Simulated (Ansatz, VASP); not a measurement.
Al2SnS4 in VASP and in Ansatz

Contents of POSCAR:

```
Al2SnS4
1.0
    6.4973495219      0.0000000000      0.0000000000
    0.0000000000      6.4973495219      0.0000000000
    0.0000000000      0.0000000000      3.2226777067
Al Sn S
2 1 4
Direct
    0.5000000000      0.0000000000      0.5000000000
    0.0000000000      0.5000000000      0.5000000000
    0.0000000000      0.0000000000      0.0000000000
    0.2648564871      0.7351435129      0.0000000000
    0.2648564871      0.2648564871      0.0000000000
    0.7351435129      0.7351435129      0.0000000000
    0.7351435129      0.2648564871      0.0000000000
```

Contents of INCAR.step1:

```
ALGO = Normal ; EDIFF = 1E-4
ENCUT = 520 ; GGA = PE
ISMEAR = -1 ; LASPH = T
LCHARG = F ; LREAL = F
LWAVE = T ; NBANDS = 31
NELM = 80 ; PREC = Accurate
SIGMA = 0.03
```

The input INCAR.step2:

```
ALGO = Normal ; BPARAM = 11.95
CPARAM = 0.0093 ; EDIFF = 1E-6
ENCUT = 520 ; ISIF = 2
ISMEAR = -1 ; ISTART = 1
IVDW_NL = 2 ; LASPH = T
LCHARG = F ; LMIXTAU = T
LREAL = F ; LUSE_VDW = T
LWAVE = F ; METAGGA = R2SCAN
NBANDS = 31 ; NELM = 80
PREC = Accurate ; SIGMA = 0.03
```

The input KPOINTS:

```
k-points
0
Gamma
  4 4 8
```

Input for Ansatz:

```yaml
crystal:
  lattice:
    - [6.4973495219, 0.0, 0.0]
    - [0.0, 6.4973495219, 0.0]
    - [0.0, 0.0, 3.2226777067]
  atoms:
    - { symbol: Al, position: [0.5, 0.0, 0.5] }
    - { symbol: Al, position: [0.0, 0.5, 0.5] }
    - { symbol: Sn, position: [0.0, 0.0, 0.0] }
    - { symbol: S, position: [0.2648564871, 0.7351435129, 0.0] }
    - { symbol: S, position: [0.2648564871, 0.2648564871, 0.0] }
    - { symbol: S, position: [0.7351435129, 0.7351435129, 0.0] }
    - { symbol: S, position: [0.7351435129, 0.2648564871, 0.0] }
kpoints:
  mp_grid: { grid: [4, 4, 8] }
  band_path:
    path:
      - [0.0, 0.0, 0.0]
      - [0.0, 0.5, 0.0]
      - [0.5, 0.5, 0.0]
      - [0.0, 0.0, 0.5]
      - [0.0, 0.5, 0.5]
      - [0.5, 0.5, 0.5]
    npoints: 1
hamiltonian:
  xc: r2scan
  dispersion: rvv10
scf:
  occupations: { method: fermi_dirac, width: 0.03 }
  n_extra_bands: 5
output:
  forces: true
  stress: true
  eigenvalues: true
  write_density: true
  write_potential: true
  elf: true
  volumetric_format: npy
```

Alike in both runs: task single point; functional r2SCAN; dispersion rVV10; k mesh 4 × 4 × 8; occupations fermi-dirac, width 0.03 eV; no spin polarisation.

|  | VASP | Ansatz |
| --- | --- | --- |
| version | VASP 6.6.1 | Ansatz 0.2.0 |
| potentials or method | VASP PAW PBE potentials, release 64 (Al, Sn_d, S) | plane waves, PAW |
| plane-wave cutoff (eV) | 520 | 500 |
| valence electrons in the cell | 44 | 44 |

VASP gave:

- pressure (GPa): -0.1

Q: Estimate Ansatz's values.

A: Pressure (GPa): 0.0.

VASP's potentials were made for PBE, not for r2SCAN.
